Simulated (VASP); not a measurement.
Wanted: the native input for a VASP 6.6.1 run.

* Task: single point
* Functional: PBE
* Potentials or basis: VASP PAW PBE potentials, release 64 (B, N)
* Cutoff: 520 eV
* k mesh: 12 × 12 × 12
* Occupations: gaussian, width 0.01 eV
* Spin: no spin polarisation
* Dipole correction: no
* Further INCAR settings: ALGO = Normal; EDIFF = 1e-07; NBANDS = 11

The structure of BN (Qingsongite) lies in POSCAR:

```
BN
1.0
    0.0000000000      1.8075000000      1.8075000000
    1.8075000000      0.0000000000      1.8075000000
    1.8075000000      1.8075000000      0.0000000000
B N
1 1
Direct
    0.0000000000      0.0000000000      0.0000000000
    0.2500000000      0.2500000000      0.2500000000
```

The input as run:

INCAR

```
SYSTEM = BN
ALGO = Normal ; EDIFF = 1E-7
ENCUT = 520 ; GGA = PE
ISIF = 2 ; ISMEAR = 0
LASPH = .True. ; LCHARG = .False.
LREAL = .False. ; LWAVE = .False.
NBANDS = 11 ; NELM = 80
PREC = Accurate ; SIGMA = 0.01
```

KPOINTS

```
k-points
0
Gamma
  12 12 12
  0 0 0
```

Potentials or basis: VASP PAW PBE potentials, release 64 (B, N).

Command:

```console
$ cat potpaw_PBE.64/B/POTCAR potpaw_PBE.64/N/POTCAR > POTCAR
$ mpirun -np 1 vasp_std > vasp.out
```

It gave:

| Item | Value |
| --- | --- |
| Pressure | 3.3 GPa |
| Band gap on the k mesh | 4.46 eV, indirect (least direct gap 8.82 eV) |

It took 7 s on 1 thread of Intel Xeon 6975P-C (shared host), peak memory 0.12 GiB.
